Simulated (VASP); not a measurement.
Set up this calculation in VASP 6.6.1, as the native input.

| Quantity | Value |
| --- | --- |
| Task | single point |
| Functional | PBE |
| Potentials or basis | VASP PAW PBE potentials, release 64 (Cs_sv, Hf_pv, Os) |
| Cutoff | 520 eV |
| k mesh | 12 × 12 × 2 |
| Occupations | gaussian, width 0.1 eV |
| Spin | no spin polarisation |
| Dipole correction | no |
| Further INCAR settings | ALGO = Fast; EDIFF = 1e-07; NBANDS = 47 |

The structure of CsHf2Os lies in POSCAR:

```
CsHf2Os
1.0
    4.1639201895      0.0000000000      0.0000000000
   -2.0819600948      3.6060606635      0.0000000000
    0.0000000000      0.0000000000     18.0741196890
Cs Hf Os
2 4 2
Direct
    0.3333333333      0.6666666667      0.7500000000
    0.6666666667      0.3333333333      0.2500000000
    0.3333333333      0.6666666667      0.4399717932
    0.6666666667      0.3333333333      0.9399717932
    0.6666666667      0.3333333333      0.5600282068
    0.3333333333      0.6666666667      0.0600282068
    0.0000000000      0.0000000000      0.5000000000
    0.0000000000      0.0000000000      0.0000000000
```

These files were run (other wordings do the same):

INCAR

```
PREC     = Accurate       # precision mode
ENCUT    = 520            # plane-wave cutoff, eV
EDIFF    = 1E-7           # SCF threshold, eV
ISMEAR   = 0              # smearing method
SIGMA    = 0.1            # smearing width, eV
LREAL    = F              # projectors in reciprocal space
LASPH    = T              # aspherical terms in the spheres
NELM     = 100            # most SCF steps
ALGO     = Fast           # electronic algorithm
ISIF     = 2              # what is computed and relaxed
LWAVE    = F              # write WAVECAR
LCHARG   = F              # write CHGCAR
GGA      = PE             # functional
NBANDS   = 47             # bands
```

KPOINTS

```
regular mesh
0
Gamma
  12 12 2
```

Potentials or basis: VASP PAW PBE potentials, release 64 (Cs_sv, Hf_pv, Os).

The run is started by

```console
$ cat potpaw_PBE.64/Cs_sv/POTCAR potpaw_PBE.64/Hf_pv/POTCAR potpaw_PBE.64/Os/POTCAR > POTCAR
$ mpirun -np 1 vasp_std > vasp.out
```

Results of the run:

```yaml
Pressure: -0.3 GPa
Largest_force: 0.081 eV/Å
Band_gap_on_the_k_mesh: zero (bands 37 and 38 overlap by 0.79 eV)
```

Caveat: spin-orbit coupling is left out, which moves the levels of the heavy elements.

Run time: 29 min on 1 thread of Oxide Virtual Turin-like Processor, with other jobs on the host, peak memory 0.62 GiB.
